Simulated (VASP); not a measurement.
# CO2 (Pbcn) in VASP: notebook

CO2 is run at these levels: PBE; tasks: electric field gradients.

Program: VASP 6.6.1. These are calculated values, not measurements. Logs are shortened: lines on timing, memory, paths and dates and some standing lists are left out, and cuts for length are marked.

## (1) The cell of the first run

Symmetry: Pbcn, No. 60, orthorhombic system. Conventional cell: a = 4.285 Å, b = 6.028 Å, c = 4.227 Å, α = 90.00°, β = 90.00°, γ = 90.00°. C (site symmetry 2) has 2 O at 1.15 Å within 1.5 Å. Within 1.5 Å of O (site symmetry 1) lie 1 C at 1.15 Å.

## (2) Electric field gradients, PBE (volume scaled by 0.96)

Contents of INCAR:

```
  PREC = Accurate
  ENCUT = 520
  EDIFF = 1E-8
  ISMEAR = -1
  SIGMA = 0.02
  LREAL = F
  LASPH = T
  NELM = 60
  ALGO = Normal
  ISIF = 2
  LWAVE = F
  LCHARG = F
  GGA = PE
  LEFG = T
  NBANDS = 44
```

Contents of KPOINTS:

```
regular mesh
0
Gamma
  5 4 5
```

Contents of POSCAR:

```
CO2
1.0
    4.2853887488      0.0000000000      0.0000000000
    0.0000000000      6.0284087945      0.0000000000
    0.0000000000      0.0000000000      4.2270874954
C O
4 8
Direct
    0.0000000000      0.3639848549      0.2500000000
    0.5000000000      0.1360151451      0.7500000000
    0.0000000000      0.6360151451      0.7500000000
    0.5000000000      0.8639848549      0.2500000000
    0.2320199740      0.3691155835      0.3845544059
    0.2679800260      0.1308844165      0.8845544059
    0.7320199740      0.1308844165      0.6154455941
    0.7679800260      0.3691155835      0.1154455941
    0.7679800260      0.6308844165      0.6154455941
    0.7320199740      0.8691155835      0.1154455941
    0.2679800260      0.8691155835      0.3845544059
    0.2320199740      0.6308844165      0.8845544059
```

Potentials or basis: VASP PAW PBE potentials, release 64 (C, O).

The run is started by

```console
$ cat potpaw_PBE.64/C/POTCAR potpaw_PBE.64/O/POTCAR > POTCAR
$ mpirun -np 1 vasp_std > vasp.out
```

OUTCAR:

```text
PREC = Accurate
   ENCUT = 520
   EDIFF = 1E-8
   ISMEAR = -1
   LREAL = F
   LASPH = T
   NELM = 60
   ISIF = 2
   GGA = PE

 ion  position               nearest neighbor table
   1  0.000  0.364  0.250-   8 1.15   5 1.15
   2  0.500  0.136  0.750-   7 1.15   6 1.15
   3  0.000  0.636  0.750-   9 1.15  12 1.15
   4  0.500  0.864  0.250-  10 1.15  11 1.15
   5  0.232  0.369  0.385-   1 1.15
   6  0.268  0.131  0.885-   2 1.15
   7  0.732  0.131  0.615-   2 1.15
   8  0.768  0.369  0.115-   1 1.15
   9  0.768  0.631  0.615-   3 1.15
  10  0.732  0.869  0.115-   4 1.15
  11  0.268  0.869  0.385-   4 1.15
  12  0.232  0.631  0.885-   3 1.15

  LATTYP: Found a simple orthorhombic cell.
 ALAT       =     4.2270874954
 B/A-ratio  =     1.0137922987
 C/A-ratio  =     1.4261376896

  Lattice vectors:

 A1 = (   0.0000000000,   0.0000000000,   4.2270874954)
 A2 = (   4.2853887488,   0.0000000000,   0.0000000000)
 A3 = (   0.0000000000,   6.0284087945,   0.0000000000)

Analysis of symmetry for initial positions (statically):
=====================================================================
 Subroutine PRICEL returns:
 Original cell was already a primitive cell.

 Routine SETGRP: Setting up the symmetry group for a
 simple orthorhombic supercell.

 Subroutine GETGRP returns: Found  8 space group operations
 (whereof  2 operations were pure point group operations)
 out of a pool of  8 trial point group operations.

The static configuration has the point symmetry S_2 .
 The point group associated with its full space group is D_2h.

Analysis of symmetry for dynamics (positions and initial velocities):
=====================================================================
 Subroutine PRICEL returns:
 Original cell was already a primitive cell.

 Routine SETGRP: Setting up the symmetry group for a
 simple orthorhombic supercell.

 Subroutine GETGRP returns: Found  8 space group operations
 (whereof  2 operations were pure point group operations)
 out of a pool of  8 trial point group operations.

The dynamic configuration has the point symmetry S_2 .
 The point group associated with its full space group is D_2h.

 Subroutine INISYM returns: Found  8 space group operations
 (whereof  2 operations are pure point group operations),
 and found     1 'primitive' translations

----------------------------------------------------------------------------------------

                                     Primitive cell

  volume of cell :     109.2029

  direct lattice vectors                    reciprocal lattice vectors
     4.285388749  0.000000000  0.000000000     0.233351058  0.000000000  0.000000000
     0.000000000  6.028408794  0.000000000     0.000000000  0.165881252  0.000000000
     0.000000000  0.000000000  4.227087495     0.000000000  0.000000000  0.236569506

  length of vectors
     4.285388749  6.028408794  4.227087495     0.233351058  0.165881252  0.236569506

  position of ions in fractional coordinates (direct lattice)
     0.000000000  0.363984855  0.250000000
     0.500000000  0.136015145  0.750000000
     0.000000000  0.636015145  0.750000000
     0.500000000  0.863984855  0.250000000
     0.232019974  0.369115583  0.384554406
     0.267980026  0.130884417  0.884554406
     0.732019974  0.130884417  0.615445594
     0.767980026  0.369115583  0.115445594
     0.767980026  0.630884417  0.615445594
     0.732019974  0.869115583  0.115445594
     0.267980026  0.869115583  0.384554406
     0.232019974  0.630884417  0.884554406

  ion indices of the primitive-cell ions
   primitive index   ion index
                 1           1
                 2           2
                 3           3
[... 98 lines left out ...]
   IALGO  =     38    algorithm
   IMIX   =      4    mixing-type and parameters
     AMIX     =   0.40;   BMIX     =  1.00
     AMIX_MAG =   1.60;   BMIX_MAG =  1.00
  volume/ion in A,a.u.               =       9.10        61.41
  Fermi-wavevector in a.u.,A,eV,Ry     =   1.370009  2.588942 25.537112  1.876925
  Thomas-Fermi vector in A             =   2.495834
   LORBIT       =      0    0 simple, 1 ext, 2 COOP (PROOUT), +10 PAW based schemes
   GGA     = PE    functional components
   LHFCALC =     F    Hartree Fock is set to
   AEXX    =    0.0000 exact exchange contribution
   IVDW    =     0    specifies the selected vdW correction
   LEPSILON=     F    determine dielectric tensor
   LRPA    =     F    only Hartree local field effects (RPA)
 non-spin polarized calculation
  energy-cutoff  :      520.00
  volume of cell :      109.20
 maximum number of plane-waves:      2960
 NGX is ok and might be reduce to    32
   NGX = 15   NGY = 23   NGZ = 15

 number of electron      63.9999992 magnetization

 Free energy of the ion-electron system (eV)
  ---------------------------------------------------
  ext. energy  EPLUGINS =         0.00000000
  ---------------------------------------------------
  free energy    TOTEN  =       -87.85971759 eV

  energy without entropy =      -87.85971759  energy(sigma->0) =      -87.85971759

 E-fermi :   0.5660     XC(G=0): -10.3181

 val. band max:        0.0794894766   @ k =   0.4000   0.0000   0.0000
 cond. band min:       7.2245469776   @ k =   0.0000   0.2500   0.0000
 fundamental gap:      7.1450575010
 Fermi energy:         0.5659866236

 k-point     1 :       0.0000    0.0000    0.0000
  band No.  band energies     occupation
      1     -22.1038      2.00000
      2     -21.3017      2.00000
      3     -21.1929      2.00000
      4     -20.5909      2.00000
      5     -20.3680      2.00000
      6     -20.1761      2.00000
[... 1117 lines left out ...]
     43      11.9105      0.00000
     44      12.0053      0.00000

 [... further k-points ...]

------------------------ aborting loop because EDIFF is reached ----------------------------------------

  FORCE on cell =-STRESS in cart. coord.  units (eV):
  Direction    XX          YY          ZZ          XY          YZ          ZX
  --------------------------------------------------------------------------------------
  -------------------------------------------------------------------------------------
  Total       28.9766166     14.0969217     26.4452544      0.0000000      0.0000000     -0.0000000
  in kB      425.1322972    206.8238949    387.9932541      0.0000000      0.0000000     -0.0000000
  external PRESSURE =     339.9831487 kB  Pullay stress =       0.0000000 kB

 VOLUME and BASIS-vectors are now :
 -----------------------------------------------------------------------------
  energy-cutoff  :      520.00
  volume of cell :      109.20
      direct lattice vectors                 reciprocal lattice vectors
     4.285388749  0.000000000  0.000000000     0.233351058  0.000000000  0.000000000
     0.000000000  6.028408794  0.000000000     0.000000000  0.165881252  0.000000000
     0.000000000  0.000000000  4.227087495     0.000000000  0.000000000  0.236569506

 POSITION                                       TOTAL-FORCE (eV/Angst)
 -----------------------------------------------------------------------------------
      0.00000      2.19425      1.05677        -0.000000     -0.153533      0.000000
      2.14269      0.81995      3.17032        -0.000000      0.153533      0.000000
      0.00000      3.83416      3.17032        -0.000000      0.153533      0.000000
      2.14269      5.20845      1.05677        -0.000000     -0.153533      0.000000
      0.99430      2.22518      1.62555         2.101925      0.052653      1.206491
      1.14840      0.78902      3.73909        -2.101925     -0.052653      1.206491
      3.13699      0.78902      2.60154         2.101925     -0.052653     -1.206491
      3.29109      2.22518      0.48800        -2.101925      0.052653     -1.206491
      3.29109      3.80323      2.60154        -2.101925     -0.052653     -1.206491
      3.13699      5.23938      0.48800         2.101925      0.052653     -1.206491
      1.14840      5.23938      1.62555        -2.101925      0.052653      1.206491
      0.99430      3.80323      3.73909         2.101925     -0.052653      1.206491
 -----------------------------------------------------------------------------------
    total drift:                                0.000000      0.000000      0.000000

  FREE ENERGIE OF THE ION-ELECTRON SYSTEM (eV)
  ---------------------------------------------------
  free  energy   TOTEN  =       -87.8597175909 eV

  energy  without entropy=      -87.8597175909  energy(sigma->0) =      -87.85971759

 Electric field gradients (V/A^2)
---------------------------------------------------------------------
 ion       V_xx      V_yy      V_zz      V_xy      V_xz      V_yz
---------------------------------------------------------------------
   1     -32.975    26.823     6.152    -0.000   -33.342     0.000
   2     -32.975    26.823     6.152    -0.000    33.342    -0.000
   3     -32.975    26.823     6.152     0.000   -33.342    -0.000
   4     -32.975    26.823     6.152     0.000    33.342     0.000
   5      37.788   -24.915   -12.873     5.133    40.620     2.821
   6      37.788   -24.915   -12.873     5.133   -40.620    -2.821
   7      37.788   -24.915   -12.873    -5.133   -40.620     2.821
   8      37.788   -24.915   -12.873    -5.133    40.620    -2.821
   9      37.788   -24.915   -12.873     5.133    40.620     2.821
  10      37.788   -24.915   -12.873     5.133   -40.620    -2.821
  11      37.788   -24.915   -12.873    -5.133   -40.620     2.821
  12      37.788   -24.915   -12.873    -5.133    40.620    -2.821
---------------------------------------------------------------------

 Electric field gradients after diagonalization (V/A^2)
 (convention: |V_zz| > |V_xx| > |V_yy|)
----------------------------------------------------------------------
 ion       V_xx      V_yy      V_zz     asymmetry (V_yy - V_xx)/ V_zz
----------------------------------------------------------------------
   1      26.823    25.246   -52.069       0.030
   2      26.823    25.246   -52.069       0.030
   3      26.823    25.246   -52.069       0.030
   4      26.823    25.246   -52.069       0.030
   5     -35.413   -25.316    60.729       0.166
   6     -35.413   -25.316    60.729       0.166
   7     -35.413   -25.316    60.729       0.166
   8     -35.413   -25.316    60.729       0.166
   9     -35.413   -25.316    60.729       0.166
  10     -35.413   -25.316    60.729       0.166
  11     -35.413   -25.316    60.729       0.166
  12     -35.413   -25.316    60.729       0.166
----------------------------------------------------------------------

           NMR quadrupolar parameters

 Cq : quadrupolar parameter    Cq=e*Q*V_zz/h
 eta: asymmetry parameters     (V_yy - V_xx)/ V_zz
 Q  : nuclear electric quadrupole moment in mb (millibarn)
----------------------------------------------------------------------
 ion       Cq(MHz)       eta       Q (mb)
----------------------------------------------------------------------
   1      -0.126       0.030       1.000
   2      -0.126       0.030       1.000
   3      -0.126       0.030       1.000
   4      -0.126       0.030       1.000
   5       0.147       0.166       1.000
   6       0.147       0.166       1.000
   7       0.147       0.166       1.000
   8       0.147       0.166       1.000
   9       0.147       0.166       1.000
  10       0.147       0.166       1.000
  11       0.147       0.166       1.000
  12       0.147       0.166       1.000
----------------------------------------------------------------------
```

Run time: 2.5 min. Hardware: 1 thread of Intel Xeon Platinum 8259CL at 2.50GHz (Skylake/Cascade Lake), shared host; peak memory 0.25 GiB.

Results:

```yaml
Free_energy: -87.8597 eV
Pressure: 34.0 GPa
Largest_force: 2.424 eV/Å
Band_gap_on_the_k_mesh: 7.14 eV, indirect (least direct gap 7.29 eV)
```

Forces on the atoms (eV/Å):
```
C    0.000 -0.154  0.000
C    0.000  0.154  0.000
C    0.000  0.154  0.000
C    0.000 -0.154  0.000
O    2.102  0.053  1.206
O   -2.102 -0.053  1.206
O    2.102 -0.053 -1.206
O   -2.102  0.053 -1.206
O   -2.102 -0.053 -1.206
O    2.102  0.053 -1.206
O   -2.102  0.053  1.206
O    2.102 -0.053  1.206
```

Levels at points of the mesh, in eV from the valence-band top:
| k point | band 28 | band 29 | band 30 | band 31 | band 32 | band 33 | band 34 | band 35 | band 36 | band 37 |
| --- | --- | --- | --- | --- | --- | --- | --- | --- | --- | --- |
| (0.00, 0.00, 0.00) | -1.02 | -0.75 | -0.63 | -0.15 | -0.11 | 7.25 | 7.75 | 7.99 | 8.07 | 8.13 |
| (0.00, 0.50, 0.00) | -1.00 | -0.53 | -0.53 | -0.29 | -0.29 | 7.33 | 7.33 | 8.43 | 8.43 | 8.48 |

Electric field gradients, principal values (V/Å²):
| atom | least | middle | greatest (by size) |
| --- | --- | --- | --- |
| 1 C | 25.246 | 26.823 | -52.069 |
| 2 C | 25.246 | 26.823 | -52.069 |
| 3 C | 25.246 | 26.823 | -52.069 |
| 4 C | 25.246 | 26.823 | -52.069 |
| 5 O | -25.316 | -35.413 | 60.729 |
| 6 O | -25.316 | -35.413 | 60.729 |
| 7 O | -25.316 | -35.413 | 60.729 |
| 8 O | -25.316 | -35.413 | 60.729 |
| 9 O | -25.316 | -35.413 | 60.729 |
| 10 O | -25.316 | -35.413 | 60.729 |
| 11 O | -25.316 | -35.413 | 60.729 |
| 12 O | -25.316 | -35.413 | 60.729 |

Caveat: without QUAD_EFG the Cq values of the log hold for a quadrupole moment of 1 mb, not for the nuclei; forces of over 1 eV/Å act on the atoms, so gaps and moduli don't describe the material at rest. A k mesh can miss the band edges.

[end of part 1 of 2]
